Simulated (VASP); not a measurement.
# Ni3O4 (Cmmm) in VASP: single point with PBEsol

Aim: the single point of Ni3O4 with PBEsol.

All numbers are computed with VASP 6.6.1; they aren't measurements. Logs are shortened: lines on timing, memory, paths and dates and some standing lists are left out, and cuts for length are marked.

## 1. The cell of the first run

The structure is orthorhombic, space group Cmmm (No. 65). The conventional cell has a = 6.169 Å, b = 8.020 Å, c = 2.906 Å, α = 90.00°, β = 90.00°, γ = 90.00°. Ni (site symmetry 2/m) has 6 O at 2.03 to 2.12 Å within 2.7 Å. Within 2.5 Å of Ni (site symmetry mmm) lie 6 O at 1.87 to 1.91 Å. Within 2.5 Å of O (site symmetry 2mm) lie 4 Ni at 1.91 to 2.03 Å and 1 O at 2.47 Å. Within 2.5 Å of O (site symmetry m2m) lie 5 Ni at 1.87 to 2.12 Å.

## 2. Single point, PBEsol (volume scaled by 1.10, then relaxed in part)

Input file INCAR:

```
ALGO = Normal
EDIFF = 1E-6
ENCUT = 520
GGA = PS
ISIF = 2
ISMEAR = 0
LASPH = True
LCHARG = False
LREAL = False
LWAVE = False
NBANDS = 36
NELM = 100
PREC = Accurate
SIGMA = 0.1
```

Input file KPOINTS:

```
k-points
0
Gamma
  8 8 12
```

Input file POSCAR:

```
Ni3O4
1.0
    3.0842707504     -4.0099420393      0.0000000000
    3.0842707504      4.0099420393      0.0000000000
    0.0000000000      0.0000000000      2.9056937507
Ni O
3 4
Direct
    0.5000000000      0.0000000000      0.5000000000
    0.0000000000      0.5000000000      0.5000000000
    0.0000000000      0.0000000000      0.0000000000
    0.7994341453      0.7994341453      0.5000000000
    0.2005658547      0.2005658547      0.5000000000
    0.2326058032      0.7673941968      0.0000000000
    0.7673941968      0.2326058032      0.0000000000
```

Potentials or basis: VASP PAW PBE potentials, release 64 (Ni, O).

Started as:

```sh
$ cat potpaw_PBE.64/Ni/POTCAR potpaw_PBE.64/O/POTCAR > POTCAR
$ mpirun -np 1 vasp_std > vasp.out
```

OUTCAR:

```text
EDIFF = 1E-6
   ENCUT = 520
   GGA = PS
   ISIF = 2
   ISMEAR = 0
   LASPH = True
   LREAL = False
   NELM = 100
   PREC = Accurate

 ion  position               nearest neighbor table
   1  0.500  0.000  0.500-   4 2.03   5 2.03   6 2.12   7 2.12   6 2.12   7 2.12   3 2.92   3 2.92
                             3 2.92   3 2.92   2 3.08   2 3.08
   2  0.000  0.500  0.500-   4 2.03   5 2.03   6 2.12   7 2.12   6 2.12   7 2.12   3 2.92   3 2.92
                             3 2.92   3 2.92   1 3.08   1 3.08
   3  0.000  0.000  0.000-   6 1.87   7 1.87   4 1.91   5 1.91   4 1.91   5 1.91   1 2.92   2 2.92
                             1 2.92   2 2.92   2 2.92   2 2.92   1 2.92   1 2.92
   4  0.799  0.799  0.500-   3 1.91   3 1.91   1 2.03   2 2.03
   5  0.201  0.201  0.500-   3 1.91   3 1.91   1 2.03   2 2.03
   6  0.233  0.767  0.000-   3 1.87   2 2.12   1 2.12   1 2.12   2 2.12
   7  0.767  0.233  0.000-   3 1.87   2 2.12   1 2.12   1 2.12   2 2.12

  LATTYP: Found a base centered orthorhombic cell.
 ALAT       =     6.1685415008
 B/A-ratio  =     1.3001264687
 C/A-ratio  =     0.4710503691

  Lattice vectors:

 A1 = (   3.0842707504,  -4.0099420393,   0.0000000000)
 A2 = (   3.0842707504,   4.0099420393,   0.0000000000)
 A3 = (   0.0000000000,   0.0000000000,   2.9056937507)

Analysis of symmetry for initial positions (statically):
=====================================================================
 Subroutine PRICEL returns:
 Original cell was already a primitive cell.

 Routine SETGRP: Setting up the symmetry group for a
 base centered orthorhombic supercell.

 Subroutine GETGRP returns: Found  8 space group operations
 (whereof  8 operations were pure point group operations)
 out of a pool of  8 trial point group operations.

The static configuration has the point symmetry D_2h.

Analysis of symmetry for dynamics (positions and initial velocities):
=====================================================================
 Subroutine PRICEL returns:
 Original cell was already a primitive cell.

 Routine SETGRP: Setting up the symmetry group for a
 base centered orthorhombic supercell.

 Subroutine GETGRP returns: Found  8 space group operations
 (whereof  8 operations were pure point group operations)
 out of a pool of  8 trial point group operations.

The dynamic configuration has the point symmetry D_2h.

 Subroutine INISYM returns: Found  8 space group operations
 (whereof  8 operations are pure point group operations),
 and found     1 'primitive' translations

----------------------------------------------------------------------------------------

                                     Primitive cell

  volume of cell :      71.8738

  direct lattice vectors                    reciprocal lattice vectors
     3.084270750 -4.009942039  0.000000000     0.162112875 -0.124690082  0.000000000
     3.084270750  4.009942039  0.000000000     0.162112875  0.124690082  0.000000000
     0.000000000  0.000000000  2.905693751     0.000000000  0.000000000  0.344151891

  length of vectors
     5.058889327  5.058889327  2.905693751     0.204519439  0.204519439  0.344151891

  position of ions in fractional coordinates (direct lattice)
     0.500000000  1.000000000  0.500000000
     1.000000000  0.500000000  0.500000000
     0.000000000  0.000000000  0.000000000
     0.799434145  0.799434145  0.500000000
     0.200565855  0.200565855  0.500000000
     0.232605803  0.767394197  0.000000000
     0.767394197  0.232605803  0.000000000

  ion indices of the primitive-cell ions
   primitive index   ion index
                 1           1
                 2           2
                 3           3
                 4           4
                 5           5
                 6           6
                 7           7

----------------------------------------------------------------------------------------

 KPOINTS: k-points

Automatic generation of k-mesh.
 Grid dimensions read from file:
 generate k-points for:    8    8   12

 Generating k-lattice:

  Cartesian coordinates                     Fractional coordinates (reciprocal lattice)
     0.020264109 -0.015586260  0.000000000     0.125000000 -0.000000000  0.000000000
     0.020264109  0.015586260  0.000000000    -0.000000000  0.125000000  0.000000000
     0.000000000  0.000000000  0.028679324     0.000000000  0.000000000  0.083333333

  Length of vectors
     0.025564930  0.025564930  0.028679324

  Shift w.r.t. Gamma in fractional coordinates (k-lattice)
     0.000000000  0.000000000  0.000000000

 Subroutine IBZKPT returns following result:
 ===========================================

 Found    147 irreducible k-points:

 Following reciprocal coordinates:
            Coordinates               Weight
  0.000000  0.000000  0.000000      1.000000
  0.125000  0.000000  0.000000      4.000000
  0.250000  0.000000  0.000000      4.000000
  0.375000  0.000000  0.000000      4.000000
  0.500000  0.000000  0.000000      2.000000
  0.125000  0.125000  0.000000      2.000000
[... 16 lines left out ...]
  0.125000  0.000000  0.083333      8.000000
  0.250000  0.000000  0.083333      8.000000
 [... further k-points ...]
   k-points           NKPTS =    147   k-points in BZ     NKDIM =    147   number of bands    NBANDS=     36
   number of dos      NEDOS =    301   number of ions     NIONS =      7
   total plane-waves  NPLWV =  38400
   dimension x,y,z NGX =    40 NGY =   40 NGZ =   24
   dimension x,y,z NGXF=    80 NGYF=   80 NGZF=   48
   ions per type =               3   4
   NGX,Y,Z   is equivalent  to a cutoff of  13.14, 13.14, 13.73 a.u.
   NGXF,Y,Z  is equivalent  to a cutoff of  26.29, 26.29, 27.46 a.u.
 SYSTEM =  unknown system
   PREC   = accura    normal or accurate (medium, high low for compatibility)
   ISTART =      0    job   : 0-new  1-cont  2-samecut
   ICHARG =      2    charge: 1-file 2-atom 10-const
   ISPIN  =      1    spin polarized calculation?
   LNONCOLLINEAR =      F non collinear calculations
   LSORBIT =      F    spin-orbit coupling
   LASPH  =      T    aspherical Exc in radial PAW
   ENCUT  =  520.0 eV  38.22 Ry    6.18 a.u.   9.41  9.41  5.40*2*pi/ulx,y,z
   NELM   =    100;   NELMIN=  2; NELMDL= -5     # of ELM steps
   EDIFF  = 0.1E-05   stopping-criterion for ELM
   LREAL  =      F    real-space projection
   EDIFFG = 0.1E-04   stopping-criterion for IOM
   NSW    =      0    number of steps for IOM
   IBRION =     -1    ionic relax: 0-MD 1-quasi-New 2-CG
   NFREE  =      0    steps in history (QN), initial steepest desc. (CG)
   ISIF   =      2    stress and relaxation
   ISYM   =      2    0-nonsym 1-usesym 2-fastsym
   POTIM  = 0.5000    time-step for ionic-motion
   TEBEG  =    0.0;   TEEND  =   0.0 temperature during run
   PSTRESS=    0.0 pullay stress
   NELECT =      54.0000    total number of electrons
   NUPDOWN=      -1.0000    fix difference up-down
   EMIN   =  10.00;   EMAX   =-10.00  energy-range for DOS
   EFERMI =   0.00;   METHOD = LEGACY
   ISMEAR =     0;   SIGMA  =   0.10  broadening in eV -4-tet -1-fermi 0-gaus
   EFERMI_NEDOS =   21; number of points for ismear=-14 and -15
   IALGO  =     38    algorithm
   IMIX   =      4    mixing-type and parameters
     AMIX     =   0.40;   BMIX     =  1.00
     AMIX_MAG =   1.60;   BMIX_MAG =  1.00
  volume/ion in A,a.u.               =      10.27        69.29
  Fermi-wavevector in a.u.,A,eV,Ry     =   1.488273  2.812428 30.136314  2.214957
  Thomas-Fermi vector in A             =   2.601329
   LORBIT       =      0    0 simple, 1 ext, 2 COOP (PROOUT), +10 PAW based schemes
   GGA     = PS    functional components
   LHFCALC =     F    Hartree Fock is set to
   AEXX    =    0.0000 exact exchange contribution
   IVDW    =     0    specifies the selected vdW correction
   LEPSILON=     F    determine dielectric tensor
   LRPA    =     F    only Hartree local field effects (RPA)
 non-spin polarized calculation
 Gauss-broadening in eV      SIGMA  =   0.10
  energy-cutoff  :      520.00
  volume of cell :       71.87
 maximum number of plane-waves:      1966
 NGX is ok and might be reduce to    40
   NGX = 19   NGY = 19   NGZ = 11

 number of electron      54.0000007 magnetization

 Free energy of the ion-electron system (eV)
  ---------------------------------------------------
  ext. energy  EPLUGINS =         0.00000000
  ---------------------------------------------------
  free energy    TOTEN  =       -43.96682273 eV

  energy without entropy =      -43.94441332  energy(sigma->0) =      -43.95561803

 E-fermi :   5.1771     XC(G=0): -11.6466

 val. band max:        5.1753848787   @ k =  -0.2500   0.2500   0.3333
 cond. band min:       5.1778091599   @ k =   0.5000   0.5000   0.0833
 fundamental gap:      0.0024242812
 Fermi energy:         5.1771327212

 k-point     1 :       0.0000    0.0000    0.0000
  band No.  band energies     occupation
      1     -15.0827      2.00000
      2     -13.4588      2.00000
      3     -13.2910      2.00000
      4     -13.2883      2.00000
      5      -2.7218      2.00000
      6      -1.9359      2.00000
[... 28 lines left out ...]
     35      14.1704      0.00000
     36      14.9430      0.00000

 k-point     2 :       0.1250    0.0000    0.0000
  band No.  band energies     occupation
      1     -15.0540      2.00000
      2     -13.4965      2.00000
      3     -13.3184      2.00000
      4     -13.2663      2.00000
      5      -2.6269      2.00000
      6      -1.8656      2.00000
[... 28 lines left out ...]
     35      14.3219      0.00000
     36      15.0004      0.00000
[... 817 lines left out ...]
     35      14.4788      0.00000
     36      15.0010      0.00000

 k-point    24 :       0.2500    0.0000    0.0833
  band No.  band energies     occupation
      1     -14.9225      2.00000
      2     -13.5819      2.00000
      3     -13.3172      2.00000
      4     -13.2567      2.00000
      5      -2.3105      2.00000
      6      -1.5921      2.00000
[... 28 lines left out ...]
     35      14.5170      0.00000
     36      15.4651      0.00000

 [... further k-points ...]

------------------------ aborting loop because EDIFF is reached ----------------------------------------

  FORCE on cell =-STRESS in cart. coord.  units (eV):
  Direction    XX          YY          ZZ          XY          YZ          ZX
  --------------------------------------------------------------------------------------
  -------------------------------------------------------------------------------------
  Total       -5.7306905     -5.6644295     -5.6878889      0.0000000      0.0000000      0.0000000
  in kB     -127.7459419   -126.2688805   -126.7918269      0.0000000      0.0000000      0.0000000
  external PRESSURE =    -126.9355498 kB  Pullay stress =       0.0000000 kB

 VOLUME and BASIS-vectors are now :
 -----------------------------------------------------------------------------
  energy-cutoff  :      520.00
  volume of cell :       71.87
      direct lattice vectors                 reciprocal lattice vectors
     3.084270750 -4.009942039  0.000000000     0.162112875 -0.124690082  0.000000000
     3.084270750  4.009942039  0.000000000     0.162112875  0.124690082  0.000000000
     0.000000000  0.000000000  2.905693751     0.000000000  0.000000000  0.344151891

 POSITION                                       TOTAL-FORCE (eV/Angst)
 -----------------------------------------------------------------------------------
      1.54214     -2.00497      1.45285         0.000000      0.000000      0.000000
      1.54214      2.00497      1.45285         0.000000      0.000000      0.000000
      0.00000      0.00000      0.00000        -0.000000      0.000000      0.000000
      4.93134      0.00000      1.45285        -0.038850      0.000000      0.000000
      1.23720      0.00000      1.45285         0.038850      0.000000      0.000000
      3.08427      2.14447      0.00000         0.000000     -0.051756     -0.000000
      3.08427     -2.14447      0.00000         0.000000      0.051756      0.000000
 -----------------------------------------------------------------------------------
    total drift:                               -0.000000     -0.000000     -0.000000

  FREE ENERGIE OF THE ION-ELECTRON SYSTEM (eV)
  ---------------------------------------------------
  free  energy   TOTEN  =       -43.9668227331 eV

  energy  without entropy=      -43.9444133232  energy(sigma->0) =      -43.95561803
```

Wall time 9.5 min (1 thread of Intel Xeon Platinum 8259CL at 2.50GHz (Skylake/Cascade Lake), shared host); peak memory 0.4 GiB.

What came out:

```yaml
Free_energy: -43.9668 eV
Pressure: -12.7 GPa
Largest_force: 0.052 eV/Å
Band_gap_on_the_k_mesh: zero (band 27 reaches 5.27 eV, above the bottom of band 28 at 5.00 eV)
```

Forces on the atoms (eV/Å):
```
Ni   0.000  0.000  0.000
Ni   0.000  0.000  0.000
Ni   0.000  0.000  0.000
O   -0.039  0.000  0.000
O    0.039  0.000  0.000
O    0.000 -0.052  0.000
O    0.000  0.052  0.000
```

Stress tensor (GPa, compression positive):
```
-12.77   0.00   0.00
  0.00 -12.63   0.00
  0.00   0.00 -12.68
```

Levels at points of the mesh, in eV from the Fermi level:
| k point | band 24 | band 25 | band 26 | band 27 | band 28 | band 29 | band 30 | band 31 |
| --- | --- | --- | --- | --- | --- | --- | --- | --- |
| (0.00, 0.00, 0.00) | -1.14 | -1.01 | -0.91 | -0.67 | 0.84 | 1.07 | 1.13 | 1.47 |
| (0.50, 0.00, 0.00) | -0.91 | -0.82 | 0.00 | 0.06 | 0.17 | 0.17 | 0.78 | 0.94 |
| (0.50, 0.50, 0.00) | -0.97 | -0.96 | -0.65 | -0.16 | -0.13 | -0.04 | 0.78 | 1.01 |
| (0.00, 0.00, 0.50) | -0.76 | -0.70 | -0.52 | -0.16 | 0.20 | 0.29 | 0.33 | 1.17 |
| (0.50, 0.00, 0.50) | -0.62 | -0.60 | 0.03 | 0.09 | 0.10 | 0.21 | 0.61 | 0.75 |
| (0.50, 0.50, 0.50) | -0.93 | -0.67 | -0.67 | -0.58 | 0.62 | 0.90 | 1.28 | 1.46 |

Caveat: the PAW data sets were made with another functional, which shifts forces and pressure a little; the run has no spin polarisation, though such a crystal can be magnetic; semilocal functionals often make such compounds metallic where correlation or magnetic order opens a gap, which also shifts bond lengths. Spin polarisation is off, so any magnetic state and its effect on volume and gap are missing.
